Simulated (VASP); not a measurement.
# CsPbBr3 (Pm-3m) in VASP: notebook, part 2 of 2

VASP 6.6.1.

**3. Dielectric tensor, PBE**

Contents of INCAR:

```
PREC = Accurate
ENCUT = 520
EDIFF = 1E-8
ISMEAR = 0
SIGMA = 0.01
LREAL = False
LASPH = True
NELM = 100
ALGO = Normal
ISIF = 2
LWAVE = False
LCHARG = False
GGA = PE
LEPSILON = True
```

Contents of KPOINTS:

```
Automatic mesh
0
Gamma
  5 5 5
```

Contents of POSCAR:

```
CsPbBr3
1.0
    5.9486308200      0.0000000000      0.0000000000
    0.0000000000      5.9486308200      0.0000000000
    0.0000000000      0.0000000000      5.9486308200
Cs Pb Br
1 1 3
Direct
    0.0000000000      0.0000000000      0.0000000000
    0.5000000000      0.5000000000      0.5000000000
    0.5000000000      0.5000000000      0.0000000000
    0.5000000000      0.0000000000      0.5000000000
    0.0000000000      0.5000000000      0.5000000000
```

Potentials or basis: VASP PAW PBE potentials, release 64 (Cs_sv, Pb_d, Br).

Run with:

```bash
$ cat potpaw_PBE.64/Cs_sv/POTCAR potpaw_PBE.64/Pb_d/POTCAR potpaw_PBE.64/Br/POTCAR > POTCAR
$ mpirun -np 1 vasp_std > vasp.out
```

OUTCAR:

```text
PREC = Accurate
   ENCUT = 520
   EDIFF = 1E-8
   ISMEAR = 0
   LREAL = False
   LASPH = True
   NELM = 100
   ISIF = 2
   GGA = PE
   LEPSILON = True

 ion  position               nearest neighbor table
   1  0.000  0.000  0.000-
   2  0.500  0.500  0.500-   3 2.97   4 2.97   5 2.97   3 2.97   4 2.97   5 2.97
   3  0.500  0.500  0.000-   2 2.97   2 2.97
   4  0.500  0.000  0.500-   2 2.97   2 2.97
   5  0.000  0.500  0.500-   2 2.97   2 2.97

  LATTYP: Found a simple cubic cell.
 ALAT       =     5.9486308200

  Lattice vectors:

 A1 = (   5.9486308200,   0.0000000000,   0.0000000000)
 A2 = (   0.0000000000,   5.9486308200,   0.0000000000)
 A3 = (   0.0000000000,   0.0000000000,   5.9486308200)

Analysis of symmetry for initial positions (statically):
=====================================================================
 Subroutine PRICEL returns:
 Original cell was already a primitive cell.

 Routine SETGRP: Setting up the symmetry group for a
 simple cubic supercell.

 Subroutine GETGRP returns: Found 48 space group operations
 (whereof 48 operations were pure point group operations)
 out of a pool of 48 trial point group operations.

The static configuration has the point symmetry O_h .

Analysis of symmetry for dynamics (positions and initial velocities):
=====================================================================
 Subroutine PRICEL returns:
 Original cell was already a primitive cell.

 Routine SETGRP: Setting up the symmetry group for a
 simple cubic supercell.

 Subroutine GETGRP returns: Found 48 space group operations
 (whereof 48 operations were pure point group operations)
 out of a pool of 48 trial point group operations.

The dynamic configuration has the point symmetry O_h .

 Subroutine INISYM returns: Found 48 space group operations
 (whereof 48 operations are pure point group operations),
 and found     1 'primitive' translations

----------------------------------------------------------------------------------------

                                     Primitive cell

  volume of cell :     210.4995

  direct lattice vectors                    reciprocal lattice vectors
     5.948630820  0.000000000  0.000000000     0.168105910  0.000000000  0.000000000
     0.000000000  5.948630820  0.000000000     0.000000000  0.168105910  0.000000000
     0.000000000  0.000000000  5.948630820     0.000000000  0.000000000  0.168105910

  length of vectors
     5.948630820  5.948630820  5.948630820     0.168105910  0.168105910  0.168105910

  position of ions in fractional coordinates (direct lattice)
     0.000000000  0.000000000  0.000000000
     0.500000000  0.500000000  0.500000000
[... 409 lines left out ...]
  Direction    XX          YY          ZZ          XY          YZ          ZX
  --------------------------------------------------------------------------------------
  -------------------------------------------------------------------------------------
  Total        0.6386902      0.6386902      0.6386902     -0.0000000      0.0000000      0.0000000
  in kB        4.8612707      4.8612707      4.8612707     -0.0000000      0.0000000      0.0000000
  external PRESSURE =       4.8612707 kB  Pullay stress =       0.0000000 kB

 VOLUME and BASIS-vectors are now :
 -----------------------------------------------------------------------------
  energy-cutoff  :      520.00
  volume of cell :      210.50
      direct lattice vectors                 reciprocal lattice vectors
     5.948630820  0.000000000  0.000000000     0.168105910  0.000000000  0.000000000
     0.000000000  5.948630820  0.000000000     0.000000000  0.168105910  0.000000000
     0.000000000  0.000000000  5.948630820     0.000000000  0.000000000  0.168105910

 POSITION                                       TOTAL-FORCE (eV/Angst)
 -----------------------------------------------------------------------------------
      0.00000      0.00000      0.00000         0.000000      0.000000      0.000000
      2.97432      2.97432      2.97432         0.000000      0.000000      0.000000
      2.97432      2.97432      0.00000         0.000000      0.000000      0.000000
      2.97432      0.00000      2.97432         0.000000      0.000000      0.000000
      0.00000      2.97432      2.97432         0.000000      0.000000      0.000000
 -----------------------------------------------------------------------------------
    total drift:                                0.000000     -0.000000     -0.000000

  FREE ENERGIE OF THE ION-ELECTRON SYSTEM (eV)
  ---------------------------------------------------
  free  energy   TOTEN  =       -15.8976233586 eV

  energy  without entropy=      -15.8976233586  energy(sigma->0) =      -15.89762336

 HEAD OF MICROSCOPIC STATIC DIELECTRIC TENSOR (INDEPENDENT PARTICLE, excluding Hartree and local field effects)
 ------------------------------------------------------
           4.433901    -0.000000     0.000000
           0.000000     4.433901    -0.000000
           0.000000    -0.000000     4.433901
 ------------------------------------------------------

 Free energy of the ion-electron system (eV)
  ---------------------------------------------------
  ---------------------------------------------------
  free energy    TOTEN  =        -1.99782757 eV

  energy without entropy =       -1.99782757

------------------------ aborting loop because EDIFF is reached ----------------------------------------

--------------------------------------- Ionic step        2  -------------------------------------------

------------------------ aborting loop because EDIFF is reached ----------------------------------------

--------------------------------------- Ionic step        3  -------------------------------------------

 Free energy of the ion-electron system (eV)
  ---------------------------------------------------
  ---------------------------------------------------
  free energy    TOTEN  =        -1.99782772 eV

  energy without entropy =       -1.99782772

------------------------ aborting loop because EDIFF is reached ----------------------------------------

 PIEZOELECTRIC TENSOR FIELD DIRECTION 3  (e Angst)
 -----------------------------------------------------------------------------
    -0.00284  0.00000 -0.00000           (  0.00000  0.00000  0.00000)
     0.00000 -0.00284  0.00000           (  0.00000  0.00000  0.00000)
     0.00000  0.00000  0.01837           (  0.00000  0.00000  0.00005)

 PIEZOELECTRIC TENSOR FIELD DIRECTION 3  (C/m^2)
 -----------------------------------------------------------------------------
    -0.00022  0.00000 -0.00000
     0.00000 -0.00022  0.00000
     0.00000  0.00000  0.00140

 MACROSCOPIC STATIC DIELECTRIC TENSOR (including local field effects in DFT)
 ------------------------------------------------------
           4.103990     0.000000     0.000000
           0.000000     4.103990     0.000000
          -0.000000    -0.000000     4.103990
 ------------------------------------------------------

 PIEZOELECTRIC TENSOR (including local field effects)  for field in x, y, z        (e  Angst)
          XX          YY          ZZ          XY          YZ          ZX
  --------------------------------------------------------------------------------
  x     0.00000     0.00000     0.00000     0.00000     0.00000     0.00000
  y     0.00000     0.00000     0.00000     0.00000     0.00000     0.00000
  z     0.00000     0.00000     0.00000     0.00000     0.00000     0.00000

 PIEZOELECTRIC TENSOR (including local field effects)  for field in x, y, z        (C/m^2)
          XX          YY          ZZ          XY          YZ          ZX
  --------------------------------------------------------------------------------
  x     0.00000     0.00000     0.00000     0.00000     0.00000     0.00000
  y     0.00000     0.00000     0.00000     0.00000     0.00000     0.00000
  z     0.00000     0.00000     0.00000     0.00000     0.00000     0.00000

 BORN EFFECTIVE CHARGES (including local field effects) (in |e|, cummulative output)
 ---------------------------------------------------------------------------------
 ion    1
    1     1.26813    -0.00000     0.00000
    2    -0.00000     1.26813    -0.00000
    3     0.00000    -0.00000     1.26813
 ion    2
    1     4.18335    -0.00000    -0.00000
    2     0.00000     4.18335    -0.00000
    3     0.00000     0.00000     4.18335
 ion    3
    1    -0.84367     0.00000     0.00000
    2    -0.00000    -0.84367    -0.00000
    3     0.00000    -0.00000    -3.76415
 ion    4
    1    -0.84367     0.00000     0.00000
    2     0.00000    -3.76415    -0.00000
    3    -0.00000    -0.00000    -0.84367
 ion    5
    1    -3.76415     0.00000     0.00000
    2    -0.00000    -0.84367     0.00000
    3     0.00000     0.00000    -0.84367
```

stdout:

```text
POSCAR found type information on POSCAR CsPbBr
 POSCAR found :  3 types and       5 ions
 scaLAPACK will be used
 LDA part: xc-table for (Slater+PW92), standard interpolation
 POSCAR, INCAR and KPOINTS ok, starting setup
 FFT: planning ... GRIDC
 FFT: planning ... GRID_SOFT
 FFT: planning ... GRID
 WAVECAR not read
 entering main loop
 Linear response reoptimize wavefunctions to high precision
 Linear response G [H, r] |phi>, progress :
  Direction:   1
 Linear response G [H, r] |phi>, progress :
  Direction:   2
 Linear response G [H, r] |phi>, progress :
  Direction:   3
 Linear response to external field (no local field effect), progress :
  Direction:   1
 dielectric tensor                  component  1 :     5.801    -0.425    -0.246
 Linear response to external field (no local field effect), progress :
  Direction:   2
 dielectric tensor                  component  2 :    -0.425     4.425    -0.231
 Linear response to external field (no local field effect), progress :
  Direction:   3
 dielectric tensor                  component  3 :    -0.246    -0.231     3.075
 Linear response to external field, progress :
  Direction:   1
 dielectric tensor                  component  1 :     4.104    -0.339    -0.254
 Linear response to external field, progress :
  Direction:   2
 dielectric tensor                  component  2 :    -0.339     4.104    -0.254
 Linear response to external field, progress :
  Direction:   3
 dielectric tensor                  component  3 :    -0.264    -0.329     4.104
 Born effective charges drift removed
```

It took 9.3 min on 1 thread of Intel Xeon Platinum 8559C (Emerald Rapids), shared host; peak memory 0.58 GiB.

Results:

```yaml
Band_gap_on_the_k_mesh: 2.71 eV, direct
Electronic_dielectric_tensor_diagonal: 4.10
Born_charges_mean_of_the_diagonal: Cs +1.27; Pb +4.18; Br -1.82 e
```

Electronic dielectric tensor:
```
4.10 0.00 0.00
0.00 4.10 0.00
0.00 0.00 4.10
```

Born effective charge tensors (e):
atom 1, Cs
```
1.27 0.00 0.00
0.00 1.27 0.00
0.00 0.00 1.27
```
atom 2, Pb
```
4.18 0.00 0.00
0.00 4.18 0.00
0.00 0.00 4.18
```
atom 3, Br
```
-0.84  0.00  0.00
 0.00 -0.84  0.00
 0.00  0.00 -3.76
```
atom 4, Br
```
-0.84  0.00  0.00
 0.00 -3.76  0.00
 0.00  0.00 -0.84
```
atom 5, Br
```
-3.76  0.00  0.00
 0.00 -0.84  0.00
 0.00  0.00 -0.84
```

Caveat: spin-orbit coupling is left out, which moves the levels of the heavy elements. A k mesh can miss the band edges.

**4. Electric field gradients, PBE**

This run uses another cell than the first one: it holds 10 atoms, not 5.

Contents of INCAR:

```
SYSTEM = CsPbBr3
PREC     = Accurate       ! precision mode
ENCUT    = 520            ! plane-wave cutoff, eV
EDIFF    = 1E-8           ! SCF threshold, eV
ISMEAR   = 0              ! smearing method
SIGMA    = 0.01           ! smearing width, eV
LREAL    = .FALSE.        ! projectors in reciprocal space
LASPH    = .TRUE.         ! aspherical terms in the spheres
NELM     = 100            ! most SCF steps
ALGO     = Normal         ! electronic algorithm
ISIF     = 2              ! what is computed and relaxed
LWAVE    = .FALSE.        ! write WAVECAR
LCHARG   = .FALSE.        ! write CHGCAR
GGA      = PE             ! functional
LEFG     = .TRUE.       
NBANDS   = 55             ! bands
```

Contents of KPOINTS:

```
Automatic mesh
0
G
  3 3 3
  0 0 0
```

Contents of POSCAR:

```
CsPbBr3
1.0
    0.0000000000      5.9486308200      5.9486308200
    5.9486308200      0.0000000000      5.9486308200
    5.9486308200      5.9486308200      0.0000000000
Cs Pb Br
2 2 6
Direct
    0.0000000000      0.0000000000      0.0000000000
    0.5000000000      0.5000000000      0.5000000000
    0.2500000000      0.2500000000      0.2500000000
    0.7500000000      0.7500000000      0.7500000000
    0.0000000000      0.0000000000      0.5000000000
    0.5000000000      0.5000000000      0.0000000000
    0.0000000000      0.5000000000      0.0000000000
    0.5000000000      0.0000000000      0.5000000000
    0.5000000000      0.0000000000      0.0000000000
    0.0000000000      0.5000000000      0.5000000000
```

Potentials or basis: VASP PAW PBE potentials, release 64 (Cs_sv, Pb_d, Br).

Run with:

```bash
$ cat potpaw_PBE.64/Cs_sv/POTCAR potpaw_PBE.64/Pb_d/POTCAR potpaw_PBE.64/Br/POTCAR > POTCAR
$ mpirun -np 1 vasp_std > vasp.out
```

OUTCAR:

```text
SYSTEM = CsPbBr3
   PREC = Accurate
   ENCUT = 520
   EDIFF = 1E-8
   ISMEAR = 0
   LREAL = .FALSE.
   LASPH = .TRUE.
   NELM = 100
   ISIF = 2
   GGA = PE

 ion  position               nearest neighbor table
   1  0.000  0.000  0.000-
   2  0.500  0.500  0.500-
   3  0.250  0.250  0.250-   5 2.97   6 2.97   7 2.97   8 2.97   9 2.97  10 2.97
   4  0.750  0.750  0.750-   5 2.97   6 2.97   7 2.97   8 2.97   9 2.97  10 2.97
   5  0.000  0.000  0.500-   3 2.97   4 2.97
   6  0.500  0.500  0.000-   3 2.97   4 2.97
   7  0.000  0.500  0.000-   3 2.97   4 2.97
   8  0.500  0.000  0.500-   3 2.97   4 2.97
   9  0.500  0.000  0.000-   3 2.97   4 2.97
  10  0.000  0.500  0.500-   3 2.97   4 2.97

  LATTYP: Found a face centered cubic cell.
 ALAT       =    11.8972616400

  Lattice vectors:

 A1 = (   0.0000000000,   5.9486308200,   5.9486308200)
 A2 = (   5.9486308200,   0.0000000000,   5.9486308200)
 A3 = (   5.9486308200,   5.9486308200,   0.0000000000)

Analysis of symmetry for initial positions (statically):
=====================================================================
[... 458 lines left out ...]
---------------------------------------------------------------------
 ion       V_xx      V_yy      V_zz      V_xy      V_xz      V_yz
---------------------------------------------------------------------
   1      -0.000     0.000    -0.000     0.000     0.000     0.000
   2      -0.000     0.000    -0.000     0.000     0.000     0.000
   3      -0.000    -0.000     0.000    -0.002    -0.002    -0.002
   4       0.000    -0.000     0.000    -0.002    -0.002    -0.002
   5    -100.094  -100.094   200.188     0.000     0.001     0.001
   6    -100.094  -100.094   200.188     0.000     0.001     0.001
   7    -100.094   200.188  -100.094     0.001     0.000     0.001
   8    -100.094   200.188  -100.094     0.001     0.000     0.001
   9     200.188  -100.094  -100.094     0.001     0.001     0.000
  10     200.188  -100.094  -100.094     0.001     0.001     0.000
---------------------------------------------------------------------

 Electric field gradients after diagonalization (V/A^2)
 (convention: |V_zz| > |V_xx| > |V_yy|)
----------------------------------------------------------------------
 ion       V_xx      V_yy      V_zz     asymmetry (V_yy - V_xx)/ V_zz
----------------------------------------------------------------------
   1      -0.000    -0.000     0.000       0.000
   2      -0.000    -0.000     0.000       0.000
   3       0.002     0.002    -0.003       0.000
   4       0.002     0.002    -0.003       0.000
   5    -100.095  -100.094   200.188       0.000
   6    -100.095  -100.094   200.188       0.000
   7    -100.095  -100.094   200.188       0.000
   8    -100.095  -100.094   200.188       0.000
   9    -100.095  -100.094   200.188       0.000
  10    -100.095  -100.094   200.188       0.000
----------------------------------------------------------------------

           NMR quadrupolar parameters

 Cq : quadrupolar parameter    Cq=e*Q*V_zz/h
 eta: asymmetry parameters     (V_yy - V_xx)/ V_zz
 Q  : nuclear electric quadrupole moment in mb (millibarn)
----------------------------------------------------------------------
 ion       Cq(MHz)       eta       Q (mb)
----------------------------------------------------------------------
   1       0.000       0.000       1.000
   2       0.000       0.000       1.000
   3      -0.000       0.000       1.000
   4      -0.000       0.000       1.000
   5       0.484       0.000       1.000
   6       0.484       0.000       1.000
   7       0.484       0.000       1.000
   8       0.484       0.000       1.000
   9       0.484       0.000       1.000
  10       0.484       0.000       1.000
----------------------------------------------------------------------
```

OSZICAR:

```text
N       E                     dE             d eps       ncg     rms          rms(c)
DAV:   1     0.809778490808E+03    0.80978E+03   -0.36553E+04   440   0.140E+03
DAV:   2     0.904930191796E+02   -0.71929E+03   -0.68742E+03   500   0.320E+02
DAV:   3    -0.278375158691E+02   -0.11833E+03   -0.11597E+03   584   0.152E+02
DAV:   4    -0.327966631855E+02   -0.49591E+01   -0.49387E+01   520   0.384E+01
DAV:   5    -0.330114458464E+02   -0.21478E+00   -0.21462E+00   554   0.750E+00    0.574E+00
DAV:   6    -0.318483040655E+02    0.11631E+01   -0.18735E+00   665   0.990E+00    0.336E+00
DAV:   7    -0.317506866216E+02    0.97617E-01   -0.11344E+00   633   0.417E+00    0.141E+00
DAV:   8    -0.317709684630E+02   -0.20282E-01   -0.14343E-01   592   0.225E+00    0.326E-01
DAV:   9    -0.317704149412E+02    0.55352E-03   -0.18477E-02   657   0.796E-01    0.147E-01
DAV:  10    -0.317712809514E+02   -0.86601E-03   -0.26469E-03   520   0.183E-01    0.816E-02
DAV:  11    -0.317715166319E+02   -0.23568E-03   -0.54533E-04   577   0.145E-01    0.183E-02
DAV:  12    -0.317715285389E+02   -0.11907E-04   -0.82040E-05   672   0.499E-02    0.224E-02
DAV:  13    -0.317715256471E+02    0.28917E-05   -0.12076E-05   641   0.159E-02    0.564E-03
DAV:  14    -0.317715257646E+02   -0.11749E-06   -0.36118E-06   648   0.109E-02    0.260E-03
DAV:  15    -0.317715258925E+02   -0.12782E-06   -0.32711E-07   544   0.221E-03    0.865E-04
DAV:  16    -0.317715259154E+02   -0.22987E-07   -0.24065E-08   416   0.106E-03    0.170E-04
DAV:  17    -0.317715259304E+02   -0.14923E-07   -0.31132E-09   304   0.279E-04    0.947E-05
DAV:  18    -0.317715259307E+02   -0.29559E-09   -0.64141E-10   304   0.167E-04
   1 F= -.31771526E+02 E0= -.31771526E+02  d E =-.697044E-52
```

stdout:

```text
POSCAR found type information on POSCAR CsPbBr
 POSCAR found :  3 types and      10 ions
 scaLAPACK will be used
 LDA part: xc-table for (Slater+PW92), standard interpolation
 POSCAR, INCAR and KPOINTS ok, starting setup
 FFT: planning ... GRIDC
 FFT: planning ... GRID_SOFT
 FFT: planning ... GRID
 WAVECAR not read
 entering main loop
ion   1

ion   2

ion   3

ion   4

ion   5

ion   6

ion   7

ion   8

ion   9

ion  10
```

Run time: 2.1 min. Hardware: 1 thread of Intel Xeon Platinum 8559C (Emerald Rapids), shared host; peak memory 0.62 GiB.

Results:

```
Free energy            : -31.7715 eV
Pressure               : 0.5 GPa
Band gap on the k mesh : 1.69 eV
```

Levels at points of the mesh, in eV from the valence-band top:
| k point | band 41 | band 42 | band 43 | band 44 | band 45 | band 46 | band 47 | band 48 |
| --- | --- | --- | --- | --- | --- | --- | --- | --- |
| (0.00, 0.00, 0.00) | -1.45 | -1.45 | -1.45 | 0.00 | 1.69 | 1.69 | 1.69 | 3.18 |

Electric field gradients, principal values (V/Å²):
```tsv
atom	least	middle	greatest (by size)
1 Cs	0.000	0.000	0.000
2 Cs	0.000	0.000	0.000
3 Pb	0.002	0.002	-0.003
4 Pb	0.002	0.002	-0.003
5 Br	-100.094	-100.095	200.188
6 Br	-100.094	-100.095	200.188
7 Br	-100.094	-100.095	200.188
8 Br	-100.094	-100.095	200.188
9 Br	-100.094	-100.095	200.188
10 Br	-100.094	-100.095	200.188
```

Caveat: without QUAD_EFG the Cq values of the log hold for a quadrupole moment of 1 mb, not for the nuclei; spin-orbit coupling is left out, which moves the levels of the heavy elements. PBE gaps usually lie below the measured ones, often by a third to a half.

**5. The runs side by side**

```tsv
task	cell	k mesh	smearing	gap on the mesh (eV)	pressure (GPa)
electric field gradients	a = 5.949 Å, 5 atoms	5 × 5 × 5	fermi-dirac 0.02 eV	2.71	0.5
dielectric tensor	a = 5.949 Å, 5 atoms	5 × 5 × 5	gaussian 0.01 eV	2.71	-
electric field gradients	a = 8.413 Å, angles 60.0°, 10 atoms	3 × 3 × 3	gaussian 0.01 eV	1.69	0.5
```

Alike in all rows: level PBE; potentials or basis VASP PAW PBE potentials, release 64 (Cs_sv, Pb_d, Br); no spin polarisation; cutoff (eV) 520.

Caveats: spin-orbit coupling is left out, which moves the levels of the heavy elements.

Total energies depend on the potentials used, so only differences within one code and one set of settings carry meaning.
